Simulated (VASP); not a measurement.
A run of VASP 6.6.1 is set up as follows.

The input INCAR:

```
  PREC = Accurate
  ENCUT = 500
  EDIFF = 1E-6
  ISMEAR = 1
  SIGMA = 0.1
  LREAL = F
  LASPH = T
  NELM = 120
  ALGO = Normal
  ISIF = 2
  LWAVE = F
  LCHARG = F
  GGA = PS
  NBANDS = 13
  GGA_COMPAT = F
```

The input KPOINTS:

```
regular mesh
0
Gamma
  11 11 10
```

The input POSCAR:

```
Ge
1.0
    1.4089240733     -2.4402495166      0.0000000000
    1.4089240733      2.4402495166      0.0000000000
    0.0000000000      0.0000000000      2.6735644840
Ge
1
Direct
    0.5000000000      0.5000000000      0.0000000000
```

Potentials or basis: VASP PAW PBE potentials, release 64 (Ge_d).

The run is started by

```console
$ cat potpaw_PBE.64/Ge_d/POTCAR > POTCAR
$ mpirun -np 1 vasp_std > vasp.out
```

(1) Estimate the pressure.

(2) Predict the band gap on the k mesh.

## Answers

(1) -0.2 GPa.

(2) zero (bands 7 and 8 overlap by 9.17 eV).

Caveat: the PAW data sets were made with another functional, which shifts forces and pressure a little.
